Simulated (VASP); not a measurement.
# Ti2O (P-3m1) in VASP: further runs

Ti2O is run at these levels: PBEsol; tasks: single point, relaxation of shape and atoms at fixed volume.

Everything below comes from runs of VASP 6.6.1. Logs are shortened: lines on timing, memory, paths and dates and some standing lists are left out, and cuts for length are marked.

## 1. The cell of the first run

It takes space group P-3m1 (No. 164, trigonal). The conventional cell has a = 2.953 Å, b = 2.953 Å, c = 4.729 Å, α = 90.00°, β = 90.00°, γ = 120.00°. Within 2.8 Å of Ti (site symmetry 3m) lie 3 O at 2.11 Å. O (site symmetry -3m) has 6 Ti at 2.11 Å within 2.8 Å.

## 2. Single point, PBEsol

Input file INCAR:

```
PREC = Accurate
ENCUT = 520
EDIFF = 1E-6
ISMEAR = -1
SIGMA = 0.15
LREAL = False
LASPH = True
NELM = 100
ALGO = Normal
ISIF = 2
LWAVE = False
LCHARG = False
GGA = PS
NBANDS = 22
```

Input file KPOINTS:

```
Automatic mesh
0
Gamma
  18 18 10
```

Input file POSCAR:

```
Ti2O
1.0
    2.9533177977      0.0000000000      0.0000000000
   -1.4766588989      2.5576482383      0.0000000000
    0.0000000000      0.0000000000      4.7292180358
Ti O
2 1
Direct
    0.6666666667      0.3333333333      0.2620928277
    0.3333333333      0.6666666667      0.7379071723
    0.0000000000      0.0000000000      0.0000000000
```

Potentials or basis: VASP PAW PBE potentials, release 64 (Ti_sv, O).

The run is started by

```console
> cat potpaw_PBE.64/Ti_sv/POTCAR potpaw_PBE.64/O/POTCAR > POTCAR
> mpirun -np 1 vasp_std > vasp.out
```

OUTCAR:

```text
PREC = Accurate
   ENCUT = 520
   EDIFF = 1E-6
   ISMEAR = -1
   LREAL = False
   LASPH = True
   NELM = 100
   ISIF = 2
   GGA = PS

 ion  position               nearest neighbor table
   1  0.667  0.333  0.262-   3 2.11   3 2.11   3 2.11   2 2.82   2 2.82   2 2.82
   2  0.333  0.667  0.738-   3 2.11   3 2.11   3 2.11   1 2.82   1 2.82   1 2.82
   3  0.000  0.000  0.000-   1 2.11   2 2.11   1 2.11   2 2.11   1 2.11   2 2.11

  LATTYP: Found a hexagonal cell.
 ALAT       =     2.9533177977
 C/A-ratio  =     1.6013237856

  Lattice vectors:

 A1 = (   2.9533177977,   0.0000000000,   0.0000000000)
 A2 = (  -1.4766588989,   2.5576482383,   0.0000000000)
 A3 = (   0.0000000000,   0.0000000000,   4.7292180358)

Analysis of symmetry for initial positions (statically):
=====================================================================
 Subroutine PRICEL returns:
 Original cell was already a primitive cell.

 Routine SETGRP: Setting up the symmetry group for a
 hexagonal supercell.

 Subroutine GETGRP returns: Found 12 space group operations
 (whereof 12 operations were pure point group operations)
 out of a pool of 24 trial point group operations.

The static configuration has the point symmetry D_3d.

Analysis of symmetry for dynamics (positions and initial velocities):
=====================================================================
 Subroutine PRICEL returns:
 Original cell was already a primitive cell.

 Routine SETGRP: Setting up the symmetry group for a
 hexagonal supercell.

 Subroutine GETGRP returns: Found 12 space group operations
 (whereof 12 operations were pure point group operations)
 out of a pool of 24 trial point group operations.

The dynamic configuration has the point symmetry D_3d.

 Subroutine INISYM returns: Found 12 space group operations
 (whereof 12 operations are pure point group operations),
 and found     1 'primitive' translations

----------------------------------------------------------------------------------------

                                     Primitive cell

  volume of cell :      35.7224

  direct lattice vectors                    reciprocal lattice vectors
     2.953317798  0.000000000  0.000000000     0.338602233  0.195492090  0.000000000
    -1.476658899  2.557648238  0.000000000     0.000000000  0.390984180  0.000000000
     0.000000000  0.000000000  4.729218036     0.000000000  0.000000000  0.211451448

  length of vectors
[... 82 lines left out ...]
   ENCUT  =  520.0 eV  38.22 Ry    6.18 a.u.   5.49  5.49  8.79*2*pi/ulx,y,z
   NELM   =    100;   NELMIN=  2; NELMDL= -5     # of ELM steps
   EDIFF  = 0.1E-05   stopping-criterion for ELM
   LREAL  =      F    real-space projection
   EDIFFG = 0.1E-04   stopping-criterion for IOM
   NSW    =      0    number of steps for IOM
   IBRION =     -1    ionic relax: 0-MD 1-quasi-New 2-CG
   NFREE  =      0    steps in history (QN), initial steepest desc. (CG)
   ISIF   =      2    stress and relaxation
   ISYM   =      2    0-nonsym 1-usesym 2-fastsym
   POTIM  = 0.5000    time-step for ionic-motion
   TEBEG  =    0.0;   TEEND  =   0.0 temperature during run
   PSTRESS=    0.0 pullay stress
   NELECT =      30.0000    total number of electrons
   NUPDOWN=      -1.0000    fix difference up-down
   EMIN   =  10.00;   EMAX   =-10.00  energy-range for DOS
   EFERMI =   0.00;   METHOD = LEGACY
   ISMEAR =    -1;   SIGMA  =   0.15  broadening in eV -4-tet -1-fermi 0-gaus
   EFERMI_NEDOS =   21; number of points for ismear=-14 and -15
   IALGO  =     38    algorithm
   IMIX   =      4    mixing-type and parameters
     AMIX     =   0.40;   BMIX     =  1.00
     AMIX_MAG =   1.60;   BMIX_MAG =  1.00
  volume/ion in A,a.u.               =      11.91        80.36
  Fermi-wavevector in a.u.,A,eV,Ry     =   1.544549  2.918775 32.458506  2.385633
  Thomas-Fermi vector in A             =   2.650054
   LORBIT       =      0    0 simple, 1 ext, 2 COOP (PROOUT), +10 PAW based schemes
   GGA     = PS    functional components
   LHFCALC =     F    Hartree Fock is set to
   AEXX    =    0.0000 exact exchange contribution
   IVDW    =     0    specifies the selected vdW correction
   LEPSILON=     F    determine dielectric tensor
   LRPA    =     F    only Hartree local field effects (RPA)
 non-spin polarized calculation
  energy-cutoff  :      520.00
  volume of cell :       35.72
 maximum number of plane-waves:       996
 NGX is ok and might be reduce to    24
   NGX = 11   NGY = 11   NGZ = 17

 number of electron      29.9999997 magnetization

 Free energy of the ion-electron system (eV)
  ---------------------------------------------------
  ext. energy  EPLUGINS =         0.00000000
  ---------------------------------------------------
  free energy    TOTEN  =       -27.65467377 eV

  energy without entropy =      -27.55363480  energy(sigma->0) =      -27.60415429

 E-fermi :   9.9971     XC(G=0): -12.5708

 val. band max:        9.9902217993   @ k =   0.4444   0.1111   0.4000
 cond. band min:      10.0042890446   @ k =   0.0000   0.0556   0.4000
 fundamental gap:      0.0140672452
 Fermi energy:         9.9971256175

 k-point     1 :       0.0000    0.0000    0.0000
  band No.  band energies     occupation
      1     -46.9500      2.00000
      2     -46.8134      2.00000
      3     -23.7373      2.00000
      4     -23.0491      2.00000
      5     -23.0491      2.00000
      6     -22.9609      2.00000
[... 589 lines left out ...]
     21      13.2520      0.00000
     22      13.3904      0.00000

 [... further k-points ...]

------------------------ aborting loop because EDIFF is reached ----------------------------------------

  FORCE on cell =-STRESS in cart. coord.  units (eV):
  Direction    XX          YY          ZZ          XY          YZ          ZX
  --------------------------------------------------------------------------------------
  -------------------------------------------------------------------------------------
  Total        0.0850315      0.0850315      0.0802297     -0.0000000      0.0000000      0.0000000
  in kB        3.8137329      3.8137329      3.5983650     -0.0000000      0.0000000      0.0000000
  external PRESSURE =       3.7419436 kB  Pullay stress =       0.0000000 kB

 VOLUME and BASIS-vectors are now :
 -----------------------------------------------------------------------------
  energy-cutoff  :      520.00
  volume of cell :       35.72
      direct lattice vectors                 reciprocal lattice vectors
     2.953317798  0.000000000  0.000000000     0.338602233  0.195492090  0.000000000
    -1.476658899  2.557648238  0.000000000     0.000000000  0.390984180  0.000000000
     0.000000000  0.000000000  4.729218036     0.000000000  0.000000000  0.211451448

 POSITION                                       TOTAL-FORCE (eV/Angst)
 -----------------------------------------------------------------------------------
      1.47666      0.85255      1.23949        -0.000000      0.000000      0.047490
     -0.00000      1.70510      3.48972         0.000000     -0.000000     -0.047490
      0.00000      0.00000      0.00000        -0.000000      0.000000      0.000000
 -----------------------------------------------------------------------------------
    total drift:                                0.000000     -0.000000     -0.000000

  FREE ENERGIE OF THE ION-ELECTRON SYSTEM (eV)
  ---------------------------------------------------
  free  energy   TOTEN  =       -27.6546737710 eV

  energy  without entropy=      -27.5536348015  energy(sigma->0) =      -27.60415429
```

stdout:

```text
POSCAR found type information on POSCAR TiO
 POSCAR found :  2 types and       3 ions
 scaLAPACK will be used
 -----------------------------------------------------------------------------
|                                                                             |
|                                                                             |
|     You enforced a specific xc type in the INCAR file but a different       |
|     I HOPE YOU KNOW WHAT YOU ARE DOING!                                     |
|                                                                             |
 -----------------------------------------------------------------------------

 LDA part: xc-table for (Slater+PW92), standard interpolation
 POSCAR, INCAR and KPOINTS ok, starting setup
 FFT: planning ... GRIDC
 FFT: planning ... GRID_SOFT
 FFT: planning ... GRID
 WAVECAR not read
 entering main loop
```

Run time: 3.1 min. Hardware: 1 thread of Intel Xeon 6975P-C, shared host; peak memory 0.34 GiB.

Results:

| Quantity | Value |
| --- | --- |
| Free energy | -27.6547 eV |
| Pressure | 0.4 GPa |
| Largest force | 0.047 eV/Å |
| Band gap on the k mesh | zero (band 15 reaches 10.44 eV, above the bottom of band 16 at 9.63 eV) |

Forces in eV/Å, atoms in the order of the input:
```
Ti   0.000  0.000  0.047
Ti   0.000  0.000 -0.047
O    0.000  0.000  0.000
```

Caveat: the PAW data sets were made with another functional, which shifts forces and pressure a little.

[end of part 1 of 2]
